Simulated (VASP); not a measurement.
Write the native input for VASP 6.6.1 that does the following.

| Property | Result |
| --- | --- |
| Task | single point |
| Functional | PBE |
| Potentials or basis | VASP PAW PBE potentials, release 64 (Si, Ru_pv, Pd) |
| Cutoff | 500 eV |
| k mesh | 5 × 5 × 2 |
| Occupations | gaussian, width 0.2 eV |
| Spin | no spin polarisation |
| Dipole correction | no |
| Further INCAR settings | ALGO = Normal; EDIFF = 1e-06; NBANDS = 51 |

The structure of SiPdRu5 lies in POSCAR:

```
SiPdRu5
1.0
    5.0874504632      0.0000000000      0.0000000000
   -2.5437252316      4.4058613416      0.0000000000
    0.0000000000      0.0000000000      9.2114498838
Si Ru Pd
1 5 1
Direct
    0.0000000000      0.0000000000      0.0000000000
    0.5000000000      0.0000000000      0.5000000000
    0.0000000000      0.5000000000      0.5000000000
    0.5000000000      0.5000000000      0.5000000000
    0.0000000000      0.0000000000      0.7618287090
    0.0000000000      0.0000000000      0.2381712910
    0.0000000000      0.0000000000      0.5000000000
```

The cell was built from a structure type or drawn by symmetry, and may not be a known phase.

These files were run (other wordings do the same):

INCAR

```
SYSTEM = SiPdRu5
PREC = Accurate ; ENCUT = 500
EDIFF = 1E-6 ; ISMEAR = 0
SIGMA = 0.2 ; LREAL = .FALSE.
LASPH = .TRUE. ; NELM = 120
ALGO = Normal ; ISIF = 2
LWAVE = .FALSE. ; LCHARG = .TRUE.
GGA = PE ; LELF = .TRUE.
LVHAR = .TRUE. ; NBANDS = 51
GGA_COMPAT = .FALSE.
```

KPOINTS

```
regular mesh
0
G
  5 5 2
  0 0 0
```

Potentials or basis: VASP PAW PBE potentials, release 64 (Si, Ru_pv, Pd).

The run is started by

```console
$ cat potpaw_PBE.64/Si/POTCAR potpaw_PBE.64/Ru_pv/POTCAR potpaw_PBE.64/Pd/POTCAR > POTCAR
$ mpirun -np 1 vasp_std > vasp.out
```

Results of the run:

| Quantity | Value |
| --- | --- |
| Pressure | -0.4 GPa |
| Largest force | 0.057 eV/Å |
| Band gap on the k mesh | zero (bands 42 and 43 overlap by 0.56 eV) |

Wall time 4.5 min on 1 thread of Intel Xeon 8259CL (shared host), peak memory 0.37 GiB.
